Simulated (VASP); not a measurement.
# Ir (P6_3/mmc) in VASP: further runs, part 2 of 2

VASP 6.6.1.

## 3. Single point, PBE

INCAR

```
PREC     = Accurate       # precision mode
ENCUT    = 500            # plane-wave cutoff, eV
EDIFF    = 1E-6           # SCF threshold, eV
ISMEAR   = -1             # smearing method
SIGMA    = 0.05           # smearing width, eV
LREAL    = False          # projectors in reciprocal space
LASPH    = True           # aspherical terms in the spheres
NELM     = 120            # most SCF steps
ALGO     = Normal         # electronic algorithm
ISIF     = 2              # what is computed and relaxed
LWAVE    = False          # write WAVECAR
LCHARG   = False          # write CHGCAR
GGA      = PE             # functional
NBANDS   = 24             # bands
GGA_COMPAT= False
```

KPOINTS

```
Automatic mesh
0
Gamma
  10 10 6
```

POSCAR

```
Ir
1.0
    2.7513778946      0.0000000000      0.0000000000
   -1.3756889473      2.3827631521      0.0000000000
    0.0000000000      0.0000000000      4.4622900000
Ir
2
Direct
    0.3333333333      0.6666666667      0.2500000000
    0.6666666667      0.3333333333      0.7500000000
```

Potentials or basis: VASP PAW PBE potentials, release 64 (Ir_sv_GW).

On the command line:

```sh
cat potpaw_PBE.64/Ir_sv_GW/POTCAR > POTCAR
mpirun -np 1 vasp_std > vasp.out
```

OUTCAR:

```text
PREC = Accurate
   ENCUT = 500
   EDIFF = 1E-6
   ISMEAR = -1
   LREAL = False
   LASPH = True
   NELM = 120
   ISIF = 2
   GGA = PE

 ion  position               nearest neighbor table
   1  0.333  0.667  0.250-   2 2.74   2 2.74   2 2.74   2 2.74   2 2.74   2 2.74
   2  0.667  0.333  0.750-   1 2.74   1 2.74   1 2.74   1 2.74   1 2.74   1 2.74

  LATTYP: Found a hexagonal cell.
 ALAT       =     2.7513778946
 C/A-ratio  =     1.6218382828

  Lattice vectors:

 A1 = (   2.7513778946,   0.0000000000,   0.0000000000)
 A2 = (  -1.3756889473,   2.3827631521,   0.0000000000)
 A3 = (   0.0000000000,   0.0000000000,   4.4622900000)

Analysis of symmetry for initial positions (statically):
=====================================================================
 Subroutine PRICEL returns:
 Original cell was already a primitive cell.

 Routine SETGRP: Setting up the symmetry group for a
 hexagonal supercell.

 Subroutine GETGRP returns: Found 24 space group operations
 (whereof 12 operations were pure point group operations)
[... 160 lines left out ...]
  ext. energy  EPLUGINS =         0.00000000
  ---------------------------------------------------
  free energy    TOTEN  =       -18.68065550 eV

  energy without entropy =      -18.65420360  energy(sigma->0) =      -18.66742955

 E-fermi :  12.4307     XC(G=0): -14.3321

 val. band max:       12.4119284709   @ k =   0.3000   0.3000   0.3333
 cond. band min:      12.4400051347   @ k =   0.4000  -0.0000   0.1667
 fundamental gap:      0.0280766637
 Fermi energy:        12.4306603919

 k-point     1 :       0.0000    0.0000    0.0000
  band No.  band energies     occupation
      1     -80.5789      2.00000
      2     -80.5219      2.00000
      3     -37.7627      2.00000
      4     -37.1658      2.00000
      5     -37.1658      2.00000
      6     -37.0625      2.00000
[... 637 lines left out ...]
     23      23.2294      0.00000
     24      25.8289      0.00000

 [... further k-points ...]

------------------------ aborting loop because EDIFF is reached ----------------------------------------

  FORCE on cell =-STRESS in cart. coord.  units (eV):
  Direction    XX          YY          ZZ          XY          YZ          ZX
  --------------------------------------------------------------------------------------
  -------------------------------------------------------------------------------------
  Total       -1.0235717     -1.0235717     -0.4350903     -0.0000000     -0.0000000      0.0000000
  in kB      -56.0583018    -56.0583018    -23.8287399     -0.0000000     -0.0000000      0.0000000
  external PRESSURE =     -45.3151145 kB  Pullay stress =       0.0000000 kB

 VOLUME and BASIS-vectors are now :
 -----------------------------------------------------------------------------
  energy-cutoff  :      500.00
  volume of cell :       29.25
      direct lattice vectors                 reciprocal lattice vectors
     2.751377895  0.000000000  0.000000000     0.363454254  0.209840411  0.000000000
    -1.375688947  2.382763152  0.000000000     0.000000000  0.419680823  0.000000000
     0.000000000  0.000000000  4.462290000     0.000000000  0.000000000  0.224100182

 POSITION                                       TOTAL-FORCE (eV/Angst)
 -----------------------------------------------------------------------------------
     -0.00000      1.58851      1.11557        -0.000000      0.000000      0.000000
      1.37569      0.79425      3.34672         0.000000     -0.000000      0.000000
 -----------------------------------------------------------------------------------
    total drift:                                0.000000     -0.000000      0.000000

  FREE ENERGIE OF THE ION-ELECTRON SYSTEM (eV)
  ---------------------------------------------------
  free  energy   TOTEN  =       -18.6806554992 eV

  energy  without entropy=      -18.6542035966  energy(sigma->0) =      -18.66742955
```

OSZICAR:

```text
N       E                     dE             d eps       ncg     rms          rms(c)
DAV:   1     0.323791076931E+03    0.32379E+03   -0.24881E+04  2928   0.149E+03
DAV:   2    -0.124820163698E+02   -0.33627E+03   -0.32532E+03  3264   0.489E+02
DAV:   3    -0.209050542514E+02   -0.84230E+01   -0.83731E+01  3184   0.762E+01
DAV:   4    -0.209342242599E+02   -0.29170E-01   -0.29162E-01  3096   0.482E+00
DAV:   5    -0.209343283789E+02   -0.10412E-03   -0.10411E-03  3264   0.259E-01    0.972E+01
DAV:   6    -0.188764507894E+02    0.20579E+01   -0.36644E+00  2952   0.148E+01    0.504E+01
DAV:   7    -0.187223623734E+02    0.15409E+00   -0.11353E+00  3280   0.766E+00    0.903E+00
DAV:   8    -0.186812277852E+02    0.41135E-01   -0.15845E-01  2848   0.362E+00    0.660E-01
DAV:   9    -0.186808969868E+02    0.33080E-03   -0.22359E-03  3296   0.359E-01    0.575E-01
DAV:  10    -0.186806528814E+02    0.24411E-03   -0.36997E-04  2896   0.225E-01    0.358E-01
DAV:  11    -0.186806550855E+02   -0.22041E-05   -0.88716E-06  3336   0.291E-02    0.352E-02
DAV:  12    -0.186806554992E+02   -0.41370E-06   -0.35191E-07  1752   0.516E-03
   1 F= -.18680655E+02 E0= -.18667430E+02  d E =-.264519E-01
```

Run time: 18 s. Hardware: 1 thread of AMD EPYC 9R45 (Zen 5), shared host; peak memory 0.13 GiB.

Results:

| Item | Value |
| --- | --- |
| Free energy | -18.6807 eV |
| Pressure | -4.5 GPa |
| Band gap on the k mesh | zero (band 17 reaches 13.32 eV, above the bottom of band 18 at 10.30 eV) |

Stress tensor (GPa, compression positive):
```
-5.61  0.00  0.00
 0.00 -5.61  0.00
 0.00  0.00 -2.38
```

Levels at points of the mesh, in eV from the Fermi level:
```
           k point  band 13  band 14  band 15  band 16  band 17  band 18  band 19  band 20  band 21  band 22
(0.00, 0.00, 0.00)    -3.71    -3.09    -3.09    -2.30    -2.30    -0.78     0.22     0.22     6.75    13.70
(0.50, 0.00, 0.00)    -3.44    -3.35    -2.89     0.63     0.89     1.02     2.80     4.22     7.94     9.97
(0.00, 0.00, 0.50)    -3.82    -3.82    -3.82    -3.82    -0.49    -0.49    -0.49    -0.49    13.11    13.11
(0.50, 0.00, 0.50)    -2.07    -2.07    -0.95    -0.95     0.86     0.86     1.92     1.92     7.34     7.34
```

Caveat: spin-orbit coupling is left out, which moves the levels of the heavy elements.

## 4. Single point, BLYP+D4

This run uses another cell than the first one, of 14.48 Å³/atom, 0.990 times its volume.

INCAR

```
AGGAC    = 1.0          
AGGAX    = 1.0          
ALDAC    = 0.0          
ALDAX    = 1.0          
ALGO     = Normal         # electronic algorithm
EDIFF    = 1E-6           # SCF threshold, eV
ENCUT    = 500            # plane-wave cutoff, eV
GGA      = B5             # functional
GGA_COMPAT= False        
ISIF     = 2              # what is computed and relaxed
ISMEAR   = -1             # smearing method
IVDW     = 13             # dispersion correction
LASPH    = True           # aspherical terms in the spheres
LCHARG   = False          # write CHGCAR
LREAL    = False          # projectors in reciprocal space
LWAVE    = False          # write WAVECAR
NBANDS   = 24             # bands
NELM     = 120            # most SCF steps
PREC     = Accurate       # precision mode
SIGMA    = 0.05           # smearing width, eV
VDW_A1   = 0.44488865   
VDW_A2   = 4.0933009    
VDW_S6   = 1.0          
VDW_S8   = 2.34076671
```

KPOINTS

```
k-points
0
Gamma
  11 11 6
```

POSCAR

```
Ir
1.0
    2.7422078241      0.0000000000      0.0000000000
   -1.3711039121      2.3748216382      0.0000000000
    0.0000000000      0.0000000000      4.4471448323
Ir
2
Direct
    0.3333333333      0.6666666667      0.2500000000
    0.6666666667      0.3333333333      0.7500000000
```

Potentials or basis: VASP PAW PBE potentials, release 64 (Ir_sv_GW).

On the command line:

```sh
cat potpaw_PBE.64/Ir_sv_GW/POTCAR > POTCAR
mpirun -np 1 vasp_std > vasp.out
```

OUTCAR:

```text
EDIFF = 1E-6
   ENCUT = 500
   GGA = B5
   ISIF = 2
   ISMEAR = -1
   IVDW = 13
   LASPH = True
   LREAL = False
   NELM = 120
   PREC = Accurate

 ion  position               nearest neighbor table
   1  0.333  0.667  0.250-   2 2.73   2 2.73   2 2.73   2 2.73   2 2.73   2 2.73
   2  0.667  0.333  0.750-   1 2.73   1 2.73   1 2.73   1 2.73   1 2.73   1 2.73

  LATTYP: Found a hexagonal cell.
 ALAT       =     2.7422078241
 C/A-ratio  =     1.6217388023

  Lattice vectors:

 A1 = (   2.7422078241,   0.0000000000,   0.0000000000)
 A2 = (  -1.3711039121,   2.3748216382,   0.0000000000)
 A3 = (   0.0000000000,   0.0000000000,   4.4471448323)

Analysis of symmetry for initial positions (statically):
=====================================================================
 Subroutine PRICEL returns:
 Original cell was already a primitive cell.

 Routine SETGRP: Setting up the symmetry group for a
 hexagonal supercell.

 Subroutine GETGRP returns: Found 24 space group operations
 (whereof 12 operations were pure point group operations)
 out of a pool of 24 trial point group operations.

The static configuration has the point symmetry D_3d.
 The point group associated with its full space group is D_6h.

Analysis of symmetry for dynamics (positions and initial velocities):
=====================================================================
 Subroutine PRICEL returns:
 Original cell was already a primitive cell.

 Routine SETGRP: Setting up the symmetry group for a
 hexagonal supercell.

 Subroutine GETGRP returns: Found 24 space group operations
 (whereof 12 operations were pure point group operations)
 out of a pool of 24 trial point group operations.

The dynamic configuration has the point symmetry D_3d.
[... 112 lines left out ...]
   NUPDOWN=      -1.0000    fix difference up-down
   EMIN   =  10.00;   EMAX   =-10.00  energy-range for DOS
   EFERMI =   0.00;   METHOD = LEGACY
   ISMEAR =    -1;   SIGMA  =   0.05  broadening in eV -4-tet -1-fermi 0-gaus
   EFERMI_NEDOS =   21; number of points for ismear=-14 and -15
   IALGO  =     38    algorithm
   IMIX   =      4    mixing-type and parameters
     AMIX     =   0.40;   BMIX     =  1.00
     AMIX_MAG =   1.60;   BMIX_MAG =  1.00
  volume/ion in A,a.u.               =      14.48        97.72
  Fermi-wavevector in a.u.,A,eV,Ry     =   1.727018  3.263591 40.580628  2.982592
  Thomas-Fermi vector in A             =   2.802221
   LORBIT       =      0    0 simple, 1 ext, 2 COOP (PROOUT), +10 PAW based schemes
   GGA     = B5    functional components
   LHFCALC =     F    Hartree Fock is set to
   AEXX    =    0.0000 exact exchange contribution
   IVDW    =    13    specifies the selected vdW correction
   LEPSILON=     F    determine dielectric tensor
   LRPA    =     F    only Hartree local field effects (RPA)
 non-spin polarized calculation
  energy-cutoff  :      500.00
  volume of cell :       28.96
 maximum number of plane-waves:       756
 NGX is ok and might be reduce to    20
   NGX =  9   NGY =  9   NGZ = 17

 number of electron      34.0000000 magnetization

 Free energy of the ion-electron system (eV)
  ---------------------------------------------------
  ext. energy  EPLUGINS =         0.00000000
  ---------------------------------------------------
  free energy    TOTEN  =       -15.86900770 eV

  energy without entropy =      -15.84227348  energy(sigma->0) =      -15.85564059

 E-fermi :  13.1352     XC(G=0): -13.6974

 val. band max:       13.1267553273   @ k =   0.3636   0.0000   0.0000
 cond. band min:      13.1425029977   @ k =   0.2727   0.0909   0.3333
 fundamental gap:      0.0157476704
 Fermi energy:        13.1351780684

 k-point     1 :       0.0000    0.0000    0.0000
  band No.  band energies     occupation
      1     -79.2862      2.00000
      2     -79.2241      2.00000
      3     -36.8053      2.00000
      4     -36.1499      2.00000
      5     -36.1499      2.00000
      6     -36.0535      2.00000
[... 637 lines left out ...]
     23      28.3914      0.00000
     24      29.6116      0.00000

 [... further k-points ...]

------------------------ aborting loop because EDIFF is reached ----------------------------------------

  DFT-D4 for vdW energy calculation

  Edisp (eV):   -3.51288

  FORCE on cell =-STRESS in cart. coord.  units (eV):
  Direction    XX          YY          ZZ          XY          YZ          ZX
  --------------------------------------------------------------------------------------
  -------------------------------------------------------------------------------------
  Total      -0.24658    -0.24658    -0.22421     0.00000     0.00000     0.00000
  in kB     -13.64145   -13.64145   -12.40363     0.00000     0.00000     0.00000
  external pressure =      -13.23 kB  Pullay stress =        0.00 kB

 VOLUME and BASIS-vectors are now :
 -----------------------------------------------------------------------------
  energy-cutoff  :      500.00
  volume of cell :       28.96
      direct lattice vectors                 reciprocal lattice vectors
     2.742207824  0.000000000  0.000000000     0.364669662  0.210542127  0.000000000
    -1.371103912  2.374821638  0.000000000     0.000000000  0.421084255  0.000000000
     0.000000000  0.000000000  4.447144832     0.000000000  0.000000000  0.224863376

 POSITION                                       TOTAL-FORCE (eV/Angst)
 -----------------------------------------------------------------------------------
     -0.00000      1.58321      1.11179        -0.000000     -0.000000      0.000000
      1.37110      0.79161      3.33536         0.000000      0.000000      0.000000
 -----------------------------------------------------------------------------------
    total drift:                               -0.000000      0.000000     -0.000000

  FREE ENERGIE OF THE ION-ELECTRON SYSTEM (eV)
  ---------------------------------------------------
  free  energy   TOTEN  =       -19.3818873155 eV

  energy  without entropy=      -19.3551530906  energy(sigma->0) =      -19.36852020
```

It took 36 s on 1 thread of Intel Xeon Platinum 8259CL at 2.50GHz (Skylake/Cascade Lake), shared host; peak memory 0.16 GiB.

What came out:

| Item | Value |
| --- | --- |
| Free energy | -19.3819 eV |
| Pressure | -1.3 GPa |
| Band gap on the k mesh | zero (band 17 reaches 14.06 eV, above the bottom of band 18 at 11.00 eV) |
| Dispersion energy per atom | -1.756 eV |

Levels at points of the mesh, in eV from the Fermi level:
```
           k point  band 13  band 14  band 15  band 16  band 17  band 18  band 19  band 20  band 21  band 22
(0.00, 0.00, 0.00)    -3.71    -3.08    -3.08    -2.32    -2.32    -0.39     0.26     0.26     6.93    14.11
(0.00, 0.00, 0.50)    -3.83    -3.83    -3.83    -3.83    -0.47    -0.47    -0.47    -0.47    13.52    13.52
```

Caveat: the PAW data sets were made with another functional, which shifts forces and pressure a little; spin-orbit coupling is left out, which moves the levels of the heavy elements; pairwise dispersion overbinds metals, which lowers pressure and volume.

## 5. The runs side by side

```csv
level,potentials or basis,cell,k mesh,gap on the mesh (eV),pressure (GPa)
LDA,"VASP PAW LDA potentials, release 64 (Ir_sv_GW)","a = 2.751, b = 2.751, c = 4.462 Å, angles 90.0, 90.0, 120.0°, 2 atoms",11 × 11 × 6,none,-19.5
PBE,"VASP PAW PBE potentials, release 64 (Ir_sv_GW)","a = 2.751, b = 2.751, c = 4.462 Å, angles 90.0, 90.0, 120.0°, 2 atoms",10 × 10 × 6,none,-4.5
BLYP+D4,"VASP PAW PBE potentials, release 64 (Ir_sv_GW)","a = 2.742, b = 2.742, c = 4.447 Å, angles 90.0, 90.0, 120.0°, 2 atoms",11 × 11 × 6,none,-1.3
```

Alike in all rows: task single point; no spin polarisation; cutoff (eV) 500; smearing fermi-dirac 0.05 eV.

Caveats: spin-orbit coupling is left out, which moves the levels of the heavy elements; the PAW data sets were made with another functional, which shifts forces and pressure a little (some runs); pairwise dispersion overbinds metals, which lowers pressure and volume (some runs).

Total energies depend on the potentials used, so only differences within one code and one set of settings carry meaning.
